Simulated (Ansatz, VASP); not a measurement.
ZrSi2 in VASP and in Ansatz

```
Zr Si
1.0
     1.82809   -7.29381    0.00000
     1.82809    7.29381    0.00000
     0.00000    0.00000    3.64227
Zr Si
2 4
Direct
  0.89426 0.10574 0.75000
  0.10574 0.89426 0.25000
  0.55313 0.44687 0.75000
  0.44687 0.55313 0.25000
  0.25026 0.74974 0.75000
  0.74974 0.25026 0.25000
```

Alike in both runs: task single point; functional r2SCAN; k mesh 6 × 6 × 6; occupations gaussian, width 0.1 eV; no spin polarisation.

|  | VASP | Ansatz |
| --- | --- | --- |
| version | VASP 6.6.1 | Ansatz 0.2.0 |
| potentials or method | VASP PAW PBE potentials, release 64 (Zr_sv, Si), cutoff 550 eV | scalar-relativistic, plane waves, PAW |
| valence electrons in the cell | 40 | 40 |

VASP gave:

- gap on the k mesh at the Fermi level (eV): none
- pressure (GPa): 4.6
- traceless stress, the component that is largest in VASP (GPa): -0.98
- rms of the force components (eV/Å): 0.067

Task: Which values does Ansatz return?

Result: gap on the k mesh at the Fermi level (eV): none; pressure (GPa): 4.6; traceless stress, the component that is largest in VASP (GPa): -0.92; rms of the force components (eV/Å): 0.069.

VASP's potentials were made for PBE, not for r2SCAN. Atom by atom the forces differ by 0.006 eV/Å (rms over components). A gap of «none» marks a metal or a gap that the smearing closes.
